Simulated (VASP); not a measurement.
# B (Fd-3m) in VASP: further runs, part 2 of 2

VASP 6.6.1. Earlier steps stand in the parts before.

## 3. Single point, BLYP (volume scaled by 1.04)

The input, INCAR:

```
SYSTEM = B
PREC = Accurate
ENCUT = 520
EDIFF = 1E-7
ISMEAR = -1
SIGMA = 0.1
LREAL = .False.
LASPH = .True.
NELM = 80
ALGO = Normal
ISIF = 2
LWAVE = .False.
LCHARG = .True.
GGA = B5
ALDAX = 1.0
AGGAX = 1.0
AGGAC = 1.0
ALDAC = 0.0
LELF = .True.
LVHAR = .True.
NBANDS = 10
```

The input, KPOINTS:

```
regular mesh
0
Gamma
  15 15 15
  0 0 0
```

The input, POSCAR:

```
B
1.0
    0.0000000000      2.0710934865      2.0710934865
    2.0710934865      0.0000000000      2.0710934865
    2.0710934865      2.0710934865      0.0000000000
B
2
Direct
    0.1250000000      0.1250000000      0.1250000000
    0.8750000000      0.8750000000      0.8750000000
```

Potentials or basis: VASP PAW PBE potentials, release 64 (B).

Started as:

```
cat potpaw_PBE.64/B/POTCAR > POTCAR
mpirun -np 1 vasp_std > vasp.out
```

Wall time 24 s (1 thread of Intel Xeon Platinum 8259CL at 2.50GHz (Skylake/Cascade Lake), shared host); peak memory 0.13 GiB.

The run converged. Its results:

- Free energy: -10.4142 eV
- Pressure: -6.0 GPa
- Band gap on the k mesh: zero (band 3 reaches 7.32 eV, above the bottom of band 4 at 1.32 eV)

Levels at points of the mesh, in eV from the Fermi level:
```tsv
k point	band 1	band 2	band 3	band 4	band 5	band 6	band 7
(0.00, 0.00, 0.00)	-12.24	3.69	3.69	3.69	7.88	7.88	7.88
```

Caveat: the PAW data sets were made with another functional, which shifts forces and pressure a little.

## 4. Single point, BLYP (volume scaled by 1.08)

The input, INCAR:

```
SYSTEM = B
PREC     = Accurate       ! precision mode
ENCUT    = 520            ! plane-wave cutoff, eV
EDIFF    = 1E-7           ! SCF threshold, eV
ISMEAR   = -1             ! smearing method
SIGMA    = 0.1            ! smearing width, eV
LREAL    = .False.        ! projectors in reciprocal space
LASPH    = .True.         ! aspherical terms in the spheres
NELM     = 100            ! most SCF steps
ALGO     = Normal         ! electronic algorithm
ISIF     = 2              ! what is computed and relaxed
LWAVE    = .False.        ! write WAVECAR
LCHARG   = .False.        ! write CHGCAR
GGA      = B5             ! functional
ALDAX    = 1.0          
AGGAX    = 1.0          
AGGAC    = 1.0          
ALDAC    = 0.0          
NBANDS   = 10             ! bands
```

The input, KPOINTS:

```
Automatic mesh
0
Gamma
  15 15 15
  0 0 0
```

The input, POSCAR:

```
B
1.0
    0.0000000000      2.0973126432      2.0973126432
    2.0973126432      0.0000000000      2.0973126432
    2.0973126432      2.0973126432      0.0000000000
B
2
Direct
    0.1250000000      0.1250000000      0.1250000000
    0.8750000000      0.8750000000      0.8750000000
```

Potentials or basis: VASP PAW PBE potentials, release 64 (B).

Started as:

```
cat potpaw_PBE.64/B/POTCAR > POTCAR
mpirun -np 1 vasp_std > vasp.out
```

OUTCAR:

```text
SYSTEM = B
   PREC = Accurate
   ENCUT = 520
   EDIFF = 1E-7
   ISMEAR = -1
   LREAL = .False.
   LASPH = .True.
   NELM = 100
   ISIF = 2
   GGA = B5

 ion  position               nearest neighbor table
   1  0.125  0.125  0.125-   2 1.82   2 1.82   2 1.82   2 1.82
   2  0.875  0.875  0.875-   1 1.82   1 1.82   1 1.82   1 1.82

  LATTYP: Found a face centered cubic cell.
 ALAT       =     4.1946252864

  Lattice vectors:

 A1 = (   0.0000000000,   2.0973126432,   2.0973126432)
 A2 = (   2.0973126432,   0.0000000000,   2.0973126432)
 A3 = (   2.0973126432,   2.0973126432,   0.0000000000)
[... 490 lines left out ...]
      6      13.6482      0.00000
      7      13.6546      0.00000
      8      16.7914      0.00000
      9      21.5411      0.00000
     10      22.4274      0.00000

 [... further k-points ...]
[... 5 lines left out ...]
  --------------------------------------------------------------------------------------
  -------------------------------------------------------------------------------------
  Total       -1.2670026     -1.2670026     -1.2670026     -0.0000000      0.0000000      0.0000000
  in kB     -110.0192173   -110.0192173   -110.0192173     -0.0000000      0.0000000      0.0000000
  external PRESSURE =    -110.0192173 kB  Pullay stress =       0.0000000 kB

 VOLUME and BASIS-vectors are now :
 -----------------------------------------------------------------------------
  energy-cutoff  :      520.00
  volume of cell :       18.45
      direct lattice vectors                 reciprocal lattice vectors
     0.000000000  2.097312643  2.097312643    -0.238400317  0.238400317  0.238400317
     2.097312643  0.000000000  2.097312643     0.238400317 -0.238400317  0.238400317
     2.097312643  2.097312643  0.000000000     0.238400317  0.238400317 -0.238400317

 POSITION                                       TOTAL-FORCE (eV/Angst)
 -----------------------------------------------------------------------------------
      0.52433      0.52433      0.52433        -0.000000      0.000000     -0.000000
      3.67030      3.67030      3.67030         0.000000     -0.000000      0.000000
 -----------------------------------------------------------------------------------
    total drift:                                0.000000      0.000000      0.000000

  FREE ENERGIE OF THE ION-ELECTRON SYSTEM (eV)
  ---------------------------------------------------
  free  energy   TOTEN  =       -10.3778218878 eV

  energy  without entropy=      -10.3438290101  energy(sigma->0) =      -10.36082545
```

stdout:

```text
POSCAR found type information on POSCAR B
 POSCAR found :  1 types and       2 ions
 scaLAPACK will be used
 -----------------------------------------------------------------------------
|                                                                             |
|                                                                             |
|     You enforced a specific xc type in the INCAR file but a different       |
|     I HOPE YOU KNOW WHAT YOU ARE DOING!                                     |
|                                                                             |
 -----------------------------------------------------------------------------

 LDA part: xc-table for (Slater(with rela. corr.)+VWN5), standard interpolation
 POSCAR, INCAR and KPOINTS ok, starting setup
 FFT: planning ... GRIDC
 FFT: planning ... GRID_SOFT
 FFT: planning ... GRID
 WAVECAR not read
 entering main loop
```

Wall time 22 s (1 thread of Intel Xeon Platinum 8259CL at 2.50GHz (Skylake/Cascade Lake), shared host); peak memory 0.13 GiB.

Results:

```
Free energy            : -10.3778 eV
Pressure               : -11.0 GPa
Band gap on the k mesh : zero (band 3 reaches 6.94 eV, above the bottom of band 4 at 1.15 eV)
```

Caveat: the PAW data sets were made with another functional, which shifts forces and pressure a little.

## 5. Single point, BLYP (volume scaled by 1.12)

The input, INCAR:

```
  PREC = Accurate
  ENCUT = 520
  EDIFF = 1E-6
  ISMEAR = -1
  SIGMA = 0.1
  LREAL = False
  LASPH = True
  NELM = 80
  ALGO = Normal
  ISIF = 2
  LWAVE = False
  LCHARG = False
  GGA = B5
  ALDAX = 1.0
  AGGAX = 1.0
  AGGAC = 1.0
  ALDAC = 0.0
  NBANDS = 10
```

The input, KPOINTS:

```
Automatic mesh
0
Gamma
  15 15 15
```

The input, POSCAR:

```
B
1.0
    0.0000000000      2.1228921476      2.1228921476
    2.1228921476      0.0000000000      2.1228921476
    2.1228921476      2.1228921476      0.0000000000
B
2
Direct
    0.1250000000      0.1250000000      0.1250000000
    0.8750000000      0.8750000000      0.8750000000
```

Started as:

```
cat potpaw_PBE.64/B/POTCAR > POTCAR
mpirun -np 1 vasp_std > vasp.out
```

Run time: 20 s. Hardware: 1 thread of Intel Xeon Platinum 8259CL at 2.50GHz (Skylake/Cascade Lake), shared host; peak memory 0.14 GiB.

It converged, with:

- Free energy: -10.3220 eV
- Pressure: -15.1 GPa
- Band gap on the k mesh: zero (band 3 reaches 6.57 eV, above the bottom of band 4 at 1.00 eV)

Levels at points of the mesh, in eV from the Fermi level:
```csv
k point,band 1,band 2,band 3,band 4,band 5,band 6,band 7,band 8
"(0.00, 0.00, 0.00)",-11.75,3.46,3.46,3.46,7.51,7.51,7.51,13.74
```

Caveat: the PAW data sets were made with another functional, which shifts forces and pressure a little.

## 6. Summary

| cell | gap on the mesh (eV) | pressure (GPa) |
| --- | --- | --- |
| a = 2.891 Å, angles 60.0°, 2 atoms | none | 0.0 |
| a = 2.929 Å, angles 60.0°, 2 atoms | none | -6.0 |
| a = 2.966 Å, angles 60.0°, 2 atoms | none | -11.0 |
| a = 3.002 Å, angles 60.0°, 2 atoms | none | -15.1 |

Alike in all rows: task single point; level BLYP; potentials or basis VASP PAW PBE potentials, release 64 (B); no spin polarisation; k mesh 15 × 15 × 15; cutoff (eV) 520; smearing fermi-dirac 0.1 eV.

Caveats: the PAW data sets were made with another functional, which shifts forces and pressure a little.

Total energies depend on the potentials used, so only differences within one code and one set of settings carry meaning.
